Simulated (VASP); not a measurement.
A run of VASP 6.6.1:

File INCAR:

```
SYSTEM = LiPb4O8
ALGO = Normal
EDIFF = 1E-6
ENCUT = 520
GGA = PE
ISIF = 2
ISMEAR = 0
IVDW = 12
LASPH = .TRUE.
LCHARG = .TRUE.
LELF = .TRUE.
LREAL = .FALSE.
LVHAR = .TRUE.
LWAVE = .FALSE.
NBANDS = 66
NELM = 60
PREC = Accurate
SIGMA = 0.1
```

Contents of KPOINTS:

```
k-points
0
G
  6 6 4
  0 0 0
```

Contents of POSCAR:

```
LiPb4O8
1.0
    5.1878712264      0.0000000000      0.0000000000
    0.0000000000      5.1878712264      0.0000000000
    0.0000000000      0.0000000000      6.8835179800
Pb O Li
4 8 1
Direct
    0.0000000000      0.0000000000     -0.0137806028
    0.0000000000      0.0000000000      0.4962440588
    0.5000000000      0.5000000000      0.2637806028
    0.5000000000      0.5000000000      0.7537559412
    0.2871085861      0.3252371766      0.0083232344
    0.3070160586      0.3019318855      0.5031663708
    0.1747628234      0.7871085861      0.2416767656
    0.1980681145      0.8070160586      0.7468336292
    0.7128914139      0.6747628234      0.0083232344
    0.6929839414      0.6980681145      0.5031663708
    0.8252371766      0.2128914139      0.2416767656
    0.8019318855      0.1929839414      0.7468336292
    0.0000000000      0.5000000000      0.1250000000
```

Potentials or basis: VASP PAW PBE potentials, release 64 (Pb_d, O, Li_sv).

The run is started by

```sh
$ cat potpaw_PBE.64/Pb_d/POTCAR potpaw_PBE.64/O/POTCAR potpaw_PBE.64/Li_sv/POTCAR > POTCAR
$ mpirun -np 1 vasp_std > vasp.out
```

Hardware: 1 thread of Intel Xeon 8259CL (shared host).

Q: How long does it take, and how much memory?

A: Wall time 11 min on 1 thread of Intel Xeon 8259CL (shared host), peak memory 0.48 GiB. Counts: scf iterations 15, k points 33.
